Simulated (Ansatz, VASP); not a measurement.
# TaN in VASP and in Ansatz

File INCAR:

```
SYSTEM = TaN
  ALGO = Normal
  EDIFF = 1E-7
  ENCUT = 520
  GGA = CA
  ISIF = 2
  ISMEAR = 0
  LASPH = .True.
  LCHARG = .False.
  LREAL = .False.
  LWAVE = .False.
  NBANDS = 15
  NELM = 60
  PREC = Accurate
  SIGMA = 0.15
```

The input KPOINTS:

```
k-points
0
Gamma
  18 18 18
  0 0 0
```

File POSCAR:

```
TaN
1.0
    0.0000000000      2.2612401490      2.1742693740
    2.2612401490      0.0000000000      2.1742693740
    2.2612401490      2.2612401490      0.0000000000
Ta N
1 1
Direct
    0.4956387160      0.5043612840      0.5043612840
    0.0563407651     -0.0563407651     -0.0563407651
```

Input for Ansatz:

```yaml
crystal:
  lattice:
    - [0.0, 2.261240149, 2.174269374]
    - [2.261240149, 0.0, 2.174269374]
    - [2.261240149, 2.261240149, 0.0]
  atoms:
    - { symbol: Ta, position: [0.495638716, 0.504361284, 0.504361284] }
    - { symbol: "N", position: [0.0563407651, -0.0563407651, -0.0563407651] }
basis:
  ecutwfc: 520.0
kpoints:
  mp_grid: { grid: [18, 18, 18] }
hamiltonian:
  xc: lda
scf:
  occupations: { method: gaussian, width: 0.15 }
output:
  forces: true
  stress: true
  eigenvalues: true
```

Change from the starting cell: mode 4 frozen in at -0.245 Å, equal normal strain along x and y +0.0400.

Alike in both runs: task single point; functional LDA; k mesh 18 × 18 × 18; occupations gaussian, width 0.15 eV; no spin polarisation.

|  | VASP | Ansatz |
| --- | --- | --- |
| version | VASP 6.6.1 | Ansatz 0.2.0 |
| potentials or method | VASP PAW LDA potentials, release 64 (Ta_pv, N), cutoff 520 eV | scalar-relativistic, plane waves, PAW |
| valence electrons in the cell | 16 | 18 |

Ansatz gave:

```
gap on the k mesh at the Fermi level (eV)                     : none
pressure (GPa)                                                : -13.8
traceless stress, the component that is largest in VASP (GPa) : -15.05
rms of the force components (eV/Å)                            : 1.094
```

Question: What did VASP give for the same quantities?

Answer: gap on the k mesh at the Fermi level (eV): none; pressure (GPa): -12.2; traceless stress, the component that is largest in VASP (GPa): -15.34; rms of the force components (eV/Å): 1.125.

LDA's correlation is that of Perdew and Zunger in VASP and of Perdew and Wang (1992) in Ansatz. Atom by atom the forces differ by 0.031 eV/Å (rms over components). A gap of «none» marks a metal or a gap that the smearing closes. VASP's potentials hold 16 valence electrons a cell and Ansatz's 18, so a difference there can come from the potentials and not from the codes.

Neither program's run includes spin-orbit coupling.
